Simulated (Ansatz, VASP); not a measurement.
# One calculation of InP, two programs

File INCAR:

```
  PREC = Accurate
  ENCUT = 520
  EDIFF = 1E-6
  ISMEAR = -1
  SIGMA = 0.03
  LREAL = F
  LASPH = T
  NELM = 60
  ALGO = Normal
  ISIF = 2
  LWAVE = F
  LCHARG = F
  GGA = PS
  NBANDS = 16
```

The input KPOINTS:

```
Automatic mesh
0
Gamma
  11 11 11
```

POSCAR

```
InP
1.0
    0.0000000000      2.8550000000      2.7693500000
    2.8550000000      0.0000000000      2.7693500000
    2.8550000000      2.8550000000      0.0000000000
In P
1 1
Direct
    0.0000000000      0.0000000000      0.0000000000
    0.5000000000      0.5000000000      0.5000000000
```

Input for Ansatz:

```yaml
crystal:
  lattice:
    - [0.0, 2.855, 2.76935]
    - [2.855, 0.0, 2.76935]
    - [2.855, 2.855, 0.0]
  atoms:
    - { symbol: In, position: [0.0, 0.0, 0.0] }
    - { symbol: P, position: [0.5, 0.5, 0.5] }
kpoints:
  mp_grid: { grid: [11, 11, 11] }
  band_path:
    path:
      - [0.0, 0.0, 0.0]
      - [0.0, 0.5, 0.5]
      - [0.25, 0.75, 0.5]
      - [0.0, 0.5, 0.0]
      - [0.0, 0.0, 0.0]
      - [0.5, 0.5, 0.0]
      - [0.3828515251, 0.6171484749, 0.0]
      - [-0.3828515251, 0.3828515251, 0.0]
      - [0.0, 0.0, 0.0]
    npoints: 5
scf:
  occupations: { method: fermi_dirac, width: 0.03 }
hamiltonian:
  xc: pbesol
  pseudopotentials: { kind: all_electron, lapw: { basis_error: 0.00025 } }
output:
  forces: true
  stress: true
  eigenvalues: true
```

Change from the starting cell: zz strain of -3 %.

Alike in both runs: task single point; functional PBEsol; k mesh 11 × 11 × 11; occupations fermi-dirac, width 0.03 eV; no spin polarisation.

|  | VASP | Ansatz |
| --- | --- | --- |
| version | VASP 6.6.1 | Ansatz 0.2.0 |
| potentials or method | VASP PAW PBE potentials, release 64 (In_d, P), cutoff 520 eV | all-electron LAPW, scalar-relativistic |

|  | VASP | Ansatz | Ansatz less VASP |
| --- | --- | --- | --- |
| pressure (GPa) | -6.8 | -6.8 | 0.00 |
| traceless stress, the component that is largest in VASP (GPa) | 1.88 | 1.88 | +0.001 |

VASP's potentials were made for PBE, not for PBEsol. Ansatz ran all-electron here, and VASP with PAW potentials.
